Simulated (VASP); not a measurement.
GaN, 2 atoms in the cell. It takes space group Fm-3m (No. 225, cubic). The conventional cell has a = 4.408 Å, b = 4.408 Å, c = 4.408 Å, α = 90.00°, β = 90.00°, γ = 90.00°. Within 2.9 Å of Ga (site symmetry m-3m) lie 6 N at 2.20 Å. N (site symmetry m-3m) has 6 Ga at 2.20 Å within 2.9 Å. 

| Quantity | Value |
| --- | --- |
| Program | VASP 6.6.1 |
| Task | single point |
| Functional | r2SCAN |
| Potentials or basis | VASP PAW PBE potentials, release 64 (Ga_d, N) |
| Cutoff | 520 eV |
| k mesh | 8 × 8 × 8 |
| Occupations | gaussian, width 0.01 eV |
| Spin | no spin polarisation |
| Dipole correction | no |
| Further INCAR settings | ALGO = Normal; EDIFF = 1e-06; NBANDS = 16 |

Potentials or basis: VASP PAW PBE potentials, release 64 (Ga_d, N).

Run with:

```bash
$ cat potpaw_PBE.64/Ga_d/POTCAR potpaw_PBE.64/N/POTCAR > POTCAR
$ cp INCAR.step1 INCAR
$ mpirun -np 1 vasp_std > vasp.out
$ cp INCAR.step2 INCAR
$ mpirun -np 1 vasp_std > vasp.out
```

Hardware: 1 thread of Intel(R) Xeon(R) 6975P-C (Granite Rapids) (shared host).

Problem. Estimate the wall time of this run.

Solution. It took 15 s on 1 thread of Intel(R) Xeon(R) 6975P-C (Granite Rapids) (shared host), peak memory 0.14 GiB. Counts: k points 29.
